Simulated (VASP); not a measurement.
Runs of VASP 6.6.1 on CdS. The structure is that of space group F-43m (No. 216), or close to it. The cells are those of the table. 

| task | cell | gap on the mesh (eV) | pressure (GPa) | largest force (eV/Å) |
| --- | --- | --- | --- | --- |
| electric field gradients | a = 4.148 Å, angles 60.0°, 2 atoms | 1.11 | 2.1 | - |
| single point | a = 4.141, b = 4.141, c = 4.162 Å, angles 59.8, 59.8, 60.3°, 2 atoms | 1.09 | 2.1 | - |
| electric field gradients | a = 4.204 Å, angles 58.7°, 2 atoms | (b) | 1.6 | 0.19 |
| single point | a = 4.217 Å, angles 60.0°, 2 atoms | 1.00 | -0.7 | - |
| electric field gradients | a = 4.244 Å, angles 60.0°, 2 atoms | 0.96 | -1.6 | - |
| single point | a = 4.148 Å, angles 60.0°, 2 atoms | 1.11 | 2.1 | - |
| single point | a = 4.121 Å, angles 61.3°, 2 atoms | (c) | 1.6 | (a) |
| single point | a = 4.134 Å, angles 60.0°, 2 atoms | 1.13 | 2.7 | - |
| electric field gradients | a = 4.217 Å, angles 60.0°, 2 atoms | 1.00 | -0.7 | - |

Alike in all rows: level PBE; potentials or basis VASP PAW PBE potentials, release 64 (Cd, S); no spin polarisation; k mesh 7 × 7 × 7; cutoff (eV) 520; smearing fermi-dirac 0.02 eV.

Estimate the missing entries.

(a) 0.24; (b) 1.06; (c) 1.04.

A k mesh can miss the band edges, and the runs leave out spin-orbit coupling on Cd.
